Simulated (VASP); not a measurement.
# Ti3Al5 (Pmmm) in VASP: a series of runs, part 2 of 2

VASP 6.6.1.

## (3) Single point, PBEsol (14.24 Å³/atom)

This run uses another cell than the first one, of 14.24 Å³/atom.

Input file INCAR:

```
PREC = Accurate
ENCUT = 520
EDIFF = 1E-7
ISMEAR = 0
SIGMA = 0.1
LREAL = False
LASPH = True
NELM = 100
ALGO = Fast
ISIF = 2
LWAVE = False
LCHARG = False
GGA = PS
NBANDS = 36
```

Input file KPOINTS:

```
regular mesh
0
Gamma
  10 10 6
```

Input file POSCAR:

```
Ti3Al5
1.0
    3.7694162048      0.0000000000      0.0000000000
    0.0000000000      3.8708638585      0.0000000000
    0.0000000000      0.0000000000      7.8087346141
Ti Al
3 5
Direct
    0.0000000000      0.5000000000      0.2639134404
    0.0000000000      0.5000000000      0.7360865596
    0.5000000000      0.5000000000      0.0000000000
    0.0000000000      0.0000000000      0.0000000000
    0.0000000000      0.0000000000      0.5000000000
    0.5000000000      0.5000000000      0.5000000000
    0.5000000000      0.0000000000      0.2438853460
    0.5000000000      0.0000000000      0.7561146540
```

Potentials or basis: VASP PAW PBE potentials, release 64 (Ti_sv, Al).

The run is started by

```console
$ cat potpaw_PBE.64/Ti_sv/POTCAR potpaw_PBE.64/Al/POTCAR > POTCAR
$ mpirun -np 1 vasp_std > vasp.out
```

OUTCAR:

```text
PREC = Accurate
   ENCUT = 520
   EDIFF = 1E-7
   ISMEAR = 0
   LREAL = False
   LASPH = True
   NELM = 100
   ISIF = 2
   GGA = PS

 ion  position               nearest neighbor table
   1  0.000  0.500  0.264-   6 2.64   6 2.64   5 2.67   5 2.67   7 2.71   7 2.71   7 2.71   7 2.71
                             3 2.79   3 2.79   4 2.83   4 2.83
   2  0.000  0.500  0.736-   6 2.64   6 2.64   5 2.67   5 2.67   8 2.71   8 2.71   8 2.71   8 2.71
[... 1163 lines left out ...]
  Total        9.3743184      9.3498524      9.3448087      0.0000000      0.0000000      0.0000000
  in kB      131.8219183    131.4778768    131.4069526      0.0000000      0.0000000      0.0000000
  external PRESSURE =     131.5689159 kB  Pullay stress =       0.0000000 kB

 VOLUME and BASIS-vectors are now :
 -----------------------------------------------------------------------------
  energy-cutoff  :      520.00
  volume of cell :      113.94
      direct lattice vectors                 reciprocal lattice vectors
     3.769416205  0.000000000  0.000000000     0.265293071  0.000000000  0.000000000
     0.000000000  3.870863858  0.000000000     0.000000000  0.258340266  0.000000000
     0.000000000  0.000000000  7.808734614     0.000000000  0.000000000  0.128061722

 POSITION                                       TOTAL-FORCE (eV/Angst)
 -----------------------------------------------------------------------------------
      0.00000      1.93543      2.06083         0.000000     -0.000000     -0.010429
      0.00000      1.93543      5.74790        -0.000000     -0.000000      0.010429
      1.88471      1.93543      0.00000        -0.000000      0.000000      0.000000
      0.00000      0.00000      0.00000        -0.000000      0.000000      0.000000
      0.00000      0.00000      3.90437        -0.000000      0.000000      0.000000
      1.88471      1.93543      3.90437        -0.000000      0.000000      0.000000
      1.88471      0.00000      1.90444        -0.000000      0.000000      0.003240
      1.88471      0.00000      5.90430         0.000000      0.000000     -0.003240
 -----------------------------------------------------------------------------------
    total drift:                               -0.000000      0.000000     -0.000000

  FREE ENERGIE OF THE ION-ELECTRON SYSTEM (eV)
  ---------------------------------------------------
  free  energy   TOTEN  =       -48.3805847849 eV

  energy  without entropy=      -48.3563798543  energy(sigma->0) =      -48.36848232
```

OSZICAR:

```text
N       E                     dE             d eps       ncg     rms          rms(c)
DAV:   1     0.545946177897E+03    0.54595E+03   -0.23145E+04 10376   0.147E+03
DAV:   2     0.136452565526E+02   -0.53230E+03   -0.51778E+03 10404   0.460E+02
DAV:   3    -0.457987799947E+02   -0.59444E+02   -0.57812E+02 16508   0.133E+02
[... 49 lines left out ...]
RMM:  53    -0.483805845997E+02   -0.42153E-07   -0.12200E-06  9772   0.309E-03    0.299E-04
RMM:  54    -0.483805846573E+02   -0.57544E-07   -0.13299E-06  9501   0.304E-03    0.300E-04
RMM:  55    -0.483805846914E+02   -0.34162E-07   -0.11225E-06  9517   0.302E-03    0.294E-04
RMM:  56    -0.483805847768E+02   -0.85371E-07   -0.15585E-06 10033   0.301E-03    0.265E-04
RMM:  57    -0.483805847849E+02   -0.81518E-08   -0.83393E-07  9731   0.296E-03
   1 F= -.48380585E+02 E0= -.48368482E+02  d E =-.242049E-01
```

stdout:

```text
POSCAR found type information on POSCAR TiAl
 POSCAR found :  2 types and       8 ions
 scaLAPACK will be used
 -----------------------------------------------------------------------------
|                                                                             |
[... 81 lines left out ...]
 num prob  num prob  num prob  num prob  num prob  num prob  num prob  num prob  num prob  num prob WARNING in EDDRMM: call to ZHEGV failed, returncode =   6  3      7
 num prob  num prob  num prob  num prob  num prob  num prob  num prob  num prob  num prob  num prob WARNING in EDDRMM: call to ZHEGV failed, returncode =   8  4      7
 num prob  num prob  num prob RMM:  29    -0.483805694113E+02   -0.34411E-05   -0.43944E-05 16757   0.200E-02    0.929E-03
 num prob  num prob  num prob  num prob  num prob WARNING in EDDRMM: call to ZHEGV failed, returncode =   8  4      4
 nu
```

Wall time 25 min (1 thread of AMD EPYC 9R45 (Zen 5), shared host); peak memory 0.51 GiB.

What came out:

| Item | Value |
| --- | --- |
| Free energy | -48.3806 eV |
| Pressure | 13.2 GPa |
| Largest force | 0.010 eV/Å |
| Band gap on the k mesh | zero (an odd number of electrons rules out a gap without spin polarisation) |

Forces in eV/Å, atoms in the order of the input:
```
Ti   0.000  0.000 -0.010
Ti   0.000  0.000  0.010
Ti   0.000  0.000  0.000
Al   0.000  0.000  0.000
Al   0.000  0.000  0.000
Al   0.000  0.000  0.000
Al   0.000  0.000  0.003
Al   0.000  0.000 -0.003
```

Caveat: the cell stands under pressure; the PAW data sets were made with another functional, which shifts forces and pressure a little.

## (4) Relaxation of cell and atoms, PBEsol, target pressure 1 GPa, at which the enthalpy is minimised

This run uses another cell than the first one, of 15.49 Å³/atom.

Input file INCAR:

```
SYSTEM = Ti3Al5
ALGO = Fast
EDIFF = 1E-6
EDIFFG = -0.008
ENCUT = 600
GGA = PS
IBRION = 2
ISIF = 3
ISMEAR = 0
LASPH = .TRUE.
LCHARG = .FALSE.
LREAL = .FALSE.
LWAVE = .FALSE.
NELM = 80
NSW = 70
PREC = Accurate
PSTRESS = 10.0
SIGMA = 0.1
```

Input file KPOINTS:

```
k-points
0
G
  10 10 6
  0 0 0
```

Input file POSCAR:

```
Ti3Al5
1.0
    3.8724463105      0.0000000000      0.0000000000
    0.0000000000      3.9884111449      0.0000000000
    0.0000000000      0.0000000000      8.0255176565
Ti Al
3 5
Direct
    0.0000000000      0.5000000000      0.2646132922
    0.0000000000      0.5000000000      0.7353867078
    0.5000000000      0.5000000000      0.0000000000
    0.0000000000      0.0000000000      0.0000000000
    0.0000000000      0.0000000000      0.5000000000
    0.5000000000      0.5000000000      0.5000000000
    0.5000000000      0.0000000000      0.2417027399
    0.5000000000      0.0000000000      0.7582972601
```

The run is started by

```console
$ cat potpaw_PBE.64/Ti_sv/POTCAR potpaw_PBE.64/Al/POTCAR > POTCAR
$ mpirun -np 1 vasp_std > vasp.out
```

It took 55 min on 1 thread of Oxide Virtual Turin-like, shared host; peak memory 0.61 GiB.

The run converged. Its results:

```yaml
Free_energy: -48.8105 eV
Relaxed_volume: 15.53 Å³/atom
Relaxed_cell: a = 3.876 Å, b = 3.991 Å, c = 8.031 Å, α = 90.00°, β = 90.00°, γ = 90.00°
Space_group_after_relaxing_to_0.1_Å: Pmmm (No. 47)
Energy_change_on_relaxing_the_run_minimises_the_enthalpy: -0.2 meV/atom
Ionic_steps: 6
Pressure_after_relaxing: 1.0 GPa
Largest_force_after_relaxing: 0.005 eV/Å
Band_gap_on_the_k_mesh: zero (an odd number of electrons rules out a gap without spin polarisation)
```

Forces in eV/Å, atoms in the order of the input:
```
Ti   0.000  0.000 -0.002
Ti   0.000  0.000  0.002
Ti   0.000  0.000  0.000
Al   0.000  0.000  0.000
Al   0.000  0.000  0.000
Al   0.000  0.000  0.000
Al   0.000  0.000  0.005
Al   0.000  0.000 -0.005
```

The path:
| step | energy change (eV) | largest force (eV/Å) | pressure (GPa) | volume (Å³) |
| --- | --- | --- | --- | --- |
| 1 | 0.0000 | 0.0172 | 1.21 | 123.95 |
| 2 | -0.0025 | 0.0062 | 0.88 | 124.32 |
| 3 | -0.0019 | 0.0090 | 0.97 | 124.23 |
| 4 | -0.0018 | 0.0095 | 1.00 | 124.21 |
| 5 | -0.0019 | 0.0095 | 0.98 | 124.22 |
| 6 | -0.0018 | 0.0054 | 0.99 | 124.21 |

Final structure:
```
Ti Al
1.0
     3.87555    0.00000    0.00000
     0.00000    3.99057    0.00000
     0.00000    0.00000    8.03124
Ti Al
3 5
Direct
  0.00000 0.50000 0.26453
  0.00000 0.50000 0.73547
  0.50000 0.50000 0.00000
  0.00000 0.00000 0.00000
  0.00000 0.00000 0.50000
  0.50000 0.50000 0.50000
  0.50000 0.00000 0.24184
  0.50000 0.00000 0.75816
```

Levels at points of the mesh, in eV from the Fermi level:
```csv
k point,band 23,band 24,band 25,band 26,band 27,band 28,band 29,band 30
"(0.00, 0.00, 0.00)",-0.72,-0.58,-0.56,-0.26,0.11,0.72,0.79,0.81
"(0.50, 0.00, 0.00)",-1.21,-0.90,-0.50,-0.08,0.77,1.02,1.48,1.55
"(0.00, 0.50, 0.00)",-0.48,-0.22,0.08,0.86,1.09,1.16,1.50,1.71
"(0.50, 0.50, 0.00)",-1.72,-0.86,-0.79,-0.11,-0.06,1.14,1.24,1.39
"(0.00, 0.00, 0.50)",-0.67,-0.61,-0.45,-0.24,0.18,0.63,0.81,0.94
"(0.50, 0.00, 0.50)",-0.98,-0.68,-0.63,-0.50,1.00,1.24,1.31,1.48
"(0.00, 0.50, 0.50)",-0.79,0.71,0.78,0.86,0.98,1.02,1.15,1.40
"(0.50, 0.50, 0.50)",-1.90,-1.59,-1.06,-0.63,-0.22,1.27,1.28,1.40
```

Caveat: the cell is relaxed towards a set pressure, so the run minimises the enthalpy, not the energy; the PAW data sets were made with another functional, which shifts forces and pressure a little.

## (5) Summary

```tsv
task	cell	cutoff (eV)	gap on the mesh (eV)	pressure (GPa)	largest force (eV/Å)
single point	a = 3.729, b = 3.825, c = 7.724 Å, 8 atoms, atomic positions A	520	none	19.0	0.01
single point	a = 3.769, b = 3.871, c = 7.809 Å, 8 atoms, atomic positions A	520	none	13.2	0.01
relaxation of cell and atoms	relaxed to 1 GPa from a = 3.872, b = 3.988, c = 8.026 Å, 8 atoms, atomic positions B	600	none	1.0	0.01
```

Alike in all rows: level PBEsol; potentials or basis VASP PAW PBE potentials, release 64 (Ti_sv, Al); no spin polarisation; k mesh 10 × 10 × 6; smearing gaussian 0.1 eV.

Caveats: the PAW data sets were made with another functional, which shifts forces and pressure a little; the cell stands under pressure (at least some runs); the cell is relaxed towards a set pressure, so the run minimises the enthalpy, not the energy (at least some runs).

Absolute energies hang on the potentials; compare differences alone.
